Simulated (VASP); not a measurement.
# Li (Fm-3m) in VASP: single point with PBE

Aim: the single point of Li with PBE.

Program: VASP 6.6.1. These are calculated values, not measurements. Logs are shortened: lines on timing, memory, paths and dates and some standing lists are left out, and cuts for length are marked.

## 1. The cell of the first run

The structure is cubic, space group Fm-3m (No. 225). Conventional cell: a = 4.334 Å, b = 4.334 Å, c = 4.334 Å, α = 90.00°, β = 90.00°, γ = 90.00°. Within 4.0 Å of Li (site symmetry m-3m) lie 12 Li at 3.06 Å.

This isn't the form of Li at room conditions, which is bcc.

## 2. Single point, PBE

INCAR

```
ALGO = Normal
EDIFF = 1E-6
ENCUT = 520
GGA = PE
ISIF = 2
ISMEAR = -1
LASPH = True
LCHARG = False
LREAL = False
LWAVE = False
NBANDS = 8
NELM = 80
PREC = Accurate
SIGMA = 0.13605693000000002
```

KPOINTS

```
k-points
0
Gamma
  13 13 13
```

POSCAR

```
Li
1.0
    0.0000000000      2.1668586286      2.1668586286
    2.1668586286      0.0000000000      2.1668586286
    2.1668586286      2.1668586286      0.0000000000
Li
1
Direct
    0.0000000000      0.0000000000      0.0000000000
```

Potentials or basis: VASP PAW PBE potentials, release 64 (Li_sv).

The run is started by

```
$ cat potpaw_PBE.64/Li_sv/POTCAR > POTCAR
$ mpirun -np 1 vasp_std > vasp.out
```

OUTCAR:

```text
EDIFF = 1E-6
   ENCUT = 520
   GGA = PE
   ISIF = 2
   ISMEAR = -1
   LASPH = True
   LREAL = False
   NELM = 80
   PREC = Accurate

 ion  position               nearest neighbor table
   1  0.000  0.000  0.000-

  LATTYP: Found a face centered cubic cell.
 ALAT       =     4.3337172572

  Lattice vectors:

 A1 = (   0.0000000000,   2.1668586286,   2.1668586286)
 A2 = (   2.1668586286,   0.0000000000,   2.1668586286)
 A3 = (   2.1668586286,   2.1668586286,   0.0000000000)

Analysis of symmetry for initial positions (statically):
=====================================================================
 Subroutine PRICEL returns:
 Original cell was already a primitive cell.

 Routine SETGRP: Setting up the symmetry group for a
 face centered cubic supercell.

 Subroutine GETGRP returns: Found 48 space group operations
 (whereof 48 operations were pure point group operations)
 out of a pool of 48 trial point group operations.

The static configuration has the point symmetry O_h .

Analysis of symmetry for dynamics (positions and initial velocities):
=====================================================================
 Subroutine PRICEL returns:
 Original cell was already a primitive cell.

 Routine SETGRP: Setting up the symmetry group for a
 face centered cubic supercell.

 Subroutine GETGRP returns: Found 48 space group operations
 (whereof 48 operations were pure point group operations)
 out of a pool of 48 trial point group operations.

The dynamic configuration has the point symmetry O_h .

 Subroutine INISYM returns: Found 48 space group operations
 (whereof 48 operations are pure point group operations),
 and found     1 'primitive' translations

----------------------------------------------------------------------------------------

                                     Primitive cell

  volume of cell :      20.3480

  direct lattice vectors                    reciprocal lattice vectors
     0.000000000  2.166858629  2.166858629    -0.230748787  0.230748787  0.230748787
     2.166858629  0.000000000  2.166858629     0.230748787 -0.230748787  0.230748787
     2.166858629  2.166858629  0.000000000     0.230748787  0.230748787 -0.230748787

  length of vectors
     3.064400860  3.064400860  3.064400860     0.399668623  0.399668623  0.399668623

  position of ions in fractional coordinates (direct lattice)
     0.000000000  0.000000000  0.000000000

  ion indices of the primitive-cell ions
   primitive index   ion index
[... 73 lines left out ...]
   EDIFF  = 0.1E-05   stopping-criterion for ELM
   LREAL  =      F    real-space projection
   EDIFFG = 0.1E-04   stopping-criterion for IOM
   NSW    =      0    number of steps for IOM
   IBRION =     -1    ionic relax: 0-MD 1-quasi-New 2-CG
   NFREE  =      0    steps in history (QN), initial steepest desc. (CG)
   ISIF   =      2    stress and relaxation
   ISYM   =      2    0-nonsym 1-usesym 2-fastsym
   POTIM  = 0.5000    time-step for ionic-motion
   TEBEG  =    0.0;   TEEND  =   0.0 temperature during run
   PSTRESS=    0.0 pullay stress
   NELECT =       3.0000    total number of electrons
   NUPDOWN=      -1.0000    fix difference up-down
   EMIN   =  10.00;   EMAX   =-10.00  energy-range for DOS
   EFERMI =   0.00;   METHOD = LEGACY
   ISMEAR =    -1;   SIGMA  =   0.14  broadening in eV -4-tet -1-fermi 0-gaus
   EFERMI_NEDOS =   21; number of points for ismear=-14 and -15
   IALGO  =     38    algorithm
   IMIX   =      4    mixing-type and parameters
     AMIX     =   0.40;   BMIX     =  1.00
     AMIX_MAG =   1.60;   BMIX_MAG =  1.00
  volume/ion in A,a.u.               =      20.35       137.32
  Fermi-wavevector in a.u.,A,eV,Ry     =   0.864851  1.634332 10.176715  0.747967
  Thomas-Fermi vector in A             =   1.983008
   LORBIT       =      0    0 simple, 1 ext, 2 COOP (PROOUT), +10 PAW based schemes
   GGA     = PE    functional components
   LHFCALC =     F    Hartree Fock is set to
   AEXX    =    0.0000 exact exchange contribution
   IVDW    =     0    specifies the selected vdW correction
   LEPSILON=     F    determine dielectric tensor
   LRPA    =     F    only Hartree local field effects (RPA)
 non-spin polarized calculation
  energy-cutoff  :      520.00
  volume of cell :       20.35
 maximum number of plane-waves:       561
   NGX = 11   NGY = 11   NGZ = 11

 number of electron       2.9999996 magnetization

 Free energy of the ion-electron system (eV)
  ---------------------------------------------------
  ext. energy  EPLUGINS =         0.00000000
  ---------------------------------------------------
  free energy    TOTEN  =        -1.92015318 eV

  energy without entropy =       -1.88899774  energy(sigma->0) =       -1.90457546

 E-fermi :   0.6168     XC(G=0):  -7.0347

 val. band max:        0.6090375569   @ k =  -0.2308   0.3077   0.0769
 cond. band min:       0.6620965315   @ k =  -0.3846   0.1538   0.0000
 fundamental gap:      0.0530589747
 Fermi energy:         0.6167794712

 k-point     1 :       0.0000    0.0000    0.0000
  band No.  band energies     occupation
      1     -45.9214      2.00000
      2      -2.9409      2.00000
      3      14.9262      0.00000
      4      14.9263      0.00000
      5      14.9263      0.00000
      6      18.8044      0.00000
      7      18.8044      0.00000
      8      18.8044      0.00000
[... 243 lines left out ...]
 k-point    24 :       0.4615    0.1538    0.0000
  band No.  band energies     occupation
      1     -45.9033      2.00000
      2       0.3528      1.74876
      3       4.7625      0.00000
      4      11.4523      0.00000
      5      11.5129      0.00000
      6      14.8763      0.00000
      7      20.2367      0.00000
      8      20.5042      0.00000

 [... further k-points ...]

------------------------ aborting loop because EDIFF is reached ----------------------------------------

  FORCE on cell =-STRESS in cart. coord.  units (eV):
  Direction    XX          YY          ZZ          XY          YZ          ZX
  --------------------------------------------------------------------------------------
  -------------------------------------------------------------------------------------
  Total       -0.0143678     -0.0143678     -0.0143678     -0.0000000     -0.0000000      0.0000000
  in kB       -1.1313032     -1.1313032     -1.1313032     -0.0000000     -0.0000000      0.0000000
  external PRESSURE =      -1.1313032 kB  Pullay stress =       0.0000000 kB

 VOLUME and BASIS-vectors are now :
 -----------------------------------------------------------------------------
  energy-cutoff  :      520.00
  volume of cell :       20.35
      direct lattice vectors                 reciprocal lattice vectors
     0.000000000  2.166858629  2.166858629    -0.230748787  0.230748787  0.230748787
     2.166858629  0.000000000  2.166858629     0.230748787 -0.230748787  0.230748787
     2.166858629  2.166858629  0.000000000     0.230748787  0.230748787 -0.230748787

 POSITION                                       TOTAL-FORCE (eV/Angst)
 -----------------------------------------------------------------------------------
      0.00000      0.00000      0.00000         0.000000     -0.000000      0.000000
 -----------------------------------------------------------------------------------
    total drift:                                0.000000      0.000000     -0.000000

  FREE ENERGIE OF THE ION-ELECTRON SYSTEM (eV)
  ---------------------------------------------------
  free  energy   TOTEN  =        -1.9201531791 eV

  energy  without entropy=       -1.8889977375  energy(sigma->0) =       -1.90457546
```

stdout:

```text
POSCAR found type information on POSCAR Li
 POSCAR found :  1 types and       1 ions
 scaLAPACK will be used
 LDA part: xc-table for (Slater+PW92), standard interpolation
 POSCAR, INCAR and KPOINTS ok, starting setup
 FFT: planning ... GRIDC
 FFT: planning ... GRID_SOFT
 FFT: planning ... GRID
 WAVECAR not read
 entering main loop
```

It took 9.9 s on 1 thread of Intel Xeon 8259CL, shared host; peak memory 0.13 GiB.

Results:

- Free energy: -1.9202 eV
- Band gap on the k mesh: zero (an odd number of electrons rules out a gap without spin polarisation)

Caveat: the cutoff is under 1.25 times the usual one of these potentials, so pressure, stress and relaxed cells hold a basis-set (Pulay) error.
